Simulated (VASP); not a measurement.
# Au (P6/mmm) in VASP: notebook, part 2 of 2

VASP 6.6.1. The steps go on from the part before.

## Step 4: Single point, BLYP (volume scaled by 1.04)

INCAR

```
SYSTEM = Au
PREC = Accurate
ENCUT = 520
EDIFF = 1E-6
ISMEAR = -1
SIGMA = 0.1
LREAL = .FALSE.
LASPH = .TRUE.
NELM = 100
ALGO = Normal
ISIF = 2
LWAVE = .FALSE.
LCHARG = .FALSE.
GGA = B5
ALDAX = 1.0
AGGAX = 1.0
AGGAC = 1.0
ALDAC = 0.0
NBANDS = 24
```

KPOINTS

```
regular mesh
0
G
  9 9 12
  0 0 0
```

POSCAR

```
Au
1.0
    4.9365683507      0.0000000000      0.0000000000
   -2.4682841754      4.2751935992      0.0000000000
    0.0000000000      0.0000000000      2.9381008332
Au
3
Direct
    0.0000000000      1.0000000000      0.0000000000
    0.3333333333      0.6666666667      0.5000000000
    0.6666666667      0.3333333333      0.5000000000
```

Started as:

```
$ cat potpaw_PBE.64/Au/POTCAR > POTCAR
$ mpirun -np 1 vasp_std > vasp.out
```

Run time: 70 s. Hardware: 1 thread of AMD EPYC 9R45 (Zen 5), shared host; peak memory 0.22 GiB.

The run converged. Its results:

```
Free energy : -7.2493 eV
Pressure    : -3.2 GPa
```

Stress tensor (GPa, compression positive):
```
-2.67  0.00  0.00
 0.00 -2.67  0.00
 0.00  0.00 -4.17
```

Levels at points of the mesh, in eV from the Fermi level:
| k point | band 14 | band 15 | band 16 | band 17 | band 18 | band 19 |
| --- | --- | --- | --- | --- | --- | --- |
| (0.00, 0.00, 0.00) | -2.95 | -1.83 | -1.83 | 2.12 | 2.89 | 4.87 |
| (0.00, 0.00, 0.50) | -2.05 | -1.29 | 0.02 | 0.26 | 6.20 | 6.21 |

Caveat: the cell differs from its parent crystal (volume scaled by 1.04); the PAW data sets were made with another functional, which shifts forces and pressure a little; spin-orbit coupling is left out, which moves the levels of the heavy elements.

## Step 5: Single point, BLYP (volume scaled by 1.08)

INCAR

```
PREC = Accurate
ENCUT = 520
EDIFF = 1E-6
ISMEAR = -1
SIGMA = 0.1
LREAL = F
LASPH = T
NELM = 80
ALGO = Normal
ISIF = 2
LWAVE = F
LCHARG = T
GGA = B5
ALDAX = 1.0
AGGAX = 1.0
AGGAC = 1.0
ALDAC = 0.0
LELF = T
LVHAR = T
NBANDS = 24
```

KPOINTS

```
regular mesh
0
Gamma
  9 9 12
```

POSCAR

```
Au
1.0
    4.9990631921      0.0000000000      0.0000000000
   -2.4995315961      4.3293157194      0.0000000000
    0.0000000000      0.0000000000      2.9752959315
Au
3
Direct
    0.0000000000      1.0000000000      0.0000000000
    0.3333333333      0.6666666667      0.5000000000
    0.6666666667      0.3333333333      0.5000000000
```

Started as:

```
$ cat potpaw_PBE.64/Au/POTCAR > POTCAR
$ mpirun -np 1 vasp_std > vasp.out
```

Run time: 74 s. Hardware: 1 thread of AMD EPYC 9R45 (Zen 5), shared host; peak memory 0.22 GiB.

Results (log left out):

| Item | Value |
| --- | --- |
| Free energy | -7.1832 eV |
| Pressure | -5.8 GPa |

Stress tensor (GPa, compression positive):
```
-5.31  0.00  0.00
 0.00 -5.31  0.00
 0.00  0.00 -6.72
```

Levels at points of the mesh, in eV from the Fermi level:
```
           k point  band 14  band 15  band 16  band 17  band 18  band 19
(0.00, 0.00, 0.00)    -2.85    -1.81    -1.81     2.00     2.74     4.79
(0.00, 0.00, 0.50)    -2.02    -1.31     0.01     0.20     6.09     6.14
```

Caveat: the cell differs from its parent crystal (volume scaled by 1.08); the PAW data sets were made with another functional, which shifts forces and pressure a little; spin-orbit coupling is left out, which moves the levels of the heavy elements.

## Step 6: Single point, BLYP (volume scaled by 1.12)

INCAR

```
SYSTEM = Au
  AGGAC = 1.0
  AGGAX = 1.0
  ALDAC = 0.0
  ALDAX = 1.0
  ALGO = Normal
  EDIFF = 1E-6
  ENCUT = 520
  GGA = B5
  ISIF = 2
  ISMEAR = -1
  LASPH = .True.
  LCHARG = .False.
  LREAL = .False.
  LWAVE = .False.
  NBANDS = 24
  NELM = 80
  PREC = Accurate
  SIGMA = 0.1
```

KPOINTS

```
k-points
0
Gamma
  9 9 12
  0 0 0
```

POSCAR

```
Au
1.0
    5.0600333863      0.0000000000      0.0000000000
   -2.5300166932      4.3821174565      0.0000000000
    0.0000000000      0.0000000000      3.0115836046
Au
3
Direct
    0.0000000000      1.0000000000      0.0000000000
    0.3333333333      0.6666666667      0.5000000000
    0.6666666667      0.3333333333      0.5000000000
```

Potentials or basis: VASP PAW PBE potentials, release 64 (Au).

Started as:

```
$ cat potpaw_PBE.64/Au/POTCAR > POTCAR
$ mpirun -np 1 vasp_std > vasp.out
```

Wall time 68 s (1 thread of AMD EPYC 9R45 (Zen 5), shared host); peak memory 0.22 GiB.

Results (log left out):

```
Free energy : -7.0834 eV
Pressure    : -7.7 GPa
```

Stress tensor (GPa, compression positive):
```
-7.28  0.00  0.00
 0.00 -7.28  0.00
 0.00  0.00 -8.59
```

Levels at points of the mesh, in eV from the Fermi level:
```csv
k point,band 12,band 13,band 14,band 15,band 16,band 17,band 18,band 19,band 20,band 21
"(0.00, 0.00, 0.00)",-2.80,-2.77,-2.77,-1.79,-1.79,1.89,2.60,4.72,4.72,4.73
"(0.00, 0.00, 0.50)",-2.22,-1.99,-1.99,-1.32,0.00,0.15,5.99,6.09,6.53,6.53
```

Caveat: the cell differs from its parent crystal (volume scaled by 1.12); the PAW data sets were made with another functional, which shifts forces and pressure a little; spin-orbit coupling is left out, which moves the levels of the heavy elements.

## Step 7: Single point, BLYP

This run uses another cell than the first one, of 19.87 Å³/atom, 1.042 times its volume.

INCAR

```
PREC     = Accurate       # precision mode
ENCUT    = 520            # plane-wave cutoff, eV
EDIFF    = 1E-6           # SCF threshold, eV
ISMEAR   = -1             # smearing method
SIGMA    = 0.1            # smearing width, eV
LREAL    = F              # projectors in reciprocal space
LASPH    = T              # aspherical terms in the spheres
NELM     = 100            # most SCF steps
ALGO     = Normal         # electronic algorithm
ISIF     = 2              # what is computed and relaxed
LWAVE    = F              # write WAVECAR
LCHARG   = T              # write CHGCAR
GGA      = B5             # functional
ALDAX    = 1.0          
AGGAX    = 1.0          
AGGAC    = 1.0          
ALDAC    = 0.0          
LELF     = T              # ELF
LVHAR    = T            
NBANDS   = 24             # bands
```

KPOINTS

```
regular mesh
0
Gamma
  10 10 14
```

POSCAR

```
Au
1.0
    4.8724498160      0.0000000000      0.0000000000
   -2.4362249080      4.2196653193      0.0000000000
    0.0000000000      0.0000000000      2.8999393601
Au
3
Direct
    0.0000000000      1.0000000000      0.0000000000
    0.3333333333      0.6666666667      0.5000000000
    0.6666666667      0.3333333333      0.5000000000
```

Started as:

```
$ cat potpaw_PBE.64/Au/POTCAR > POTCAR
$ mpirun -np 1 vasp_std > vasp.out
```

Run time: 84 s. Hardware: 1 thread of AMD EPYC 9R45 (Zen 5), shared host; peak memory 0.23 GiB.

It converged, with:

* Free energy: -7.2710 eV
* Pressure: 0.3 GPa

Stress tensor (GPa, compression positive):
```
 0.72  0.00  0.00
 0.00  0.72  0.00
 0.00  0.00 -0.47
```

Levels at points of the mesh, in eV from the Fermi level:
| k point | band 12 | band 13 | band 14 | band 15 | band 16 | band 17 | band 18 | band 19 | band 20 | band 21 |
| --- | --- | --- | --- | --- | --- | --- | --- | --- | --- | --- |
| (0.00, 0.00, 0.00) | -3.10 | -3.06 | -3.06 | -1.85 | -1.85 | 2.26 | 3.05 | 4.96 | 4.96 | 4.98 |
| (0.50, 0.00, 0.00) | -2.51 | -2.22 | -2.19 | -2.17 | -1.94 | -1.79 | 0.06 | 2.48 | 10.19 | 10.34 |
| (0.00, 0.00, 0.50) | -2.38 | -2.09 | -2.09 | -1.27 | 0.04 | 0.32 | 6.27 | 6.33 | 6.99 | 6.99 |
| (0.50, 0.00, 0.50) | -2.38 | -2.29 | -1.93 | -1.55 | 0.74 | 1.29 | 2.32 | 2.67 | 5.39 | 6.03 |

Caveat: the PAW data sets were made with another functional, which shifts forces and pressure a little; spin-orbit coupling is left out, which moves the levels of the heavy elements.

## Step 8: Summary

```csv
cell,k mesh,gap on the mesh (eV),pressure (GPa)
"a = 4.807, b = 4.807, c = 2.861 Å, angles 90.0, 90.0, 120.0°, 3 atoms",9 × 9 × 12,none,4.9
"a = 4.872, b = 4.872, c = 2.900 Å, angles 90.0, 90.0, 120.0°, 3 atoms",9 × 9 × 12,none,0.3
"a = 4.937, b = 4.937, c = 2.938 Å, angles 90.0, 90.0, 120.0°, 3 atoms",9 × 9 × 12,none,-3.2
"a = 4.999, b = 4.999, c = 2.975 Å, angles 90.0, 90.0, 120.0°, 3 atoms",9 × 9 × 12,none,-5.8
"a = 5.060, b = 5.060, c = 3.012 Å, angles 90.0, 90.0, 120.0°, 3 atoms",9 × 9 × 12,none,-7.7
"a = 4.872, b = 4.872, c = 2.900 Å, angles 90.0, 90.0, 120.0°, 3 atoms",10 × 10 × 14,none,0.3
```

Alike in all rows: task single point; level BLYP; potentials or basis VASP PAW PBE potentials, release 64 (Au); no spin polarisation; cutoff (eV) 520; smearing fermi-dirac 0.1 eV.

Caveats: the PAW data sets were made with another functional, which shifts forces and pressure a little; spin-orbit coupling is left out, which moves the levels of the heavy elements.

Absolute energies hang on the potentials; compare differences alone.
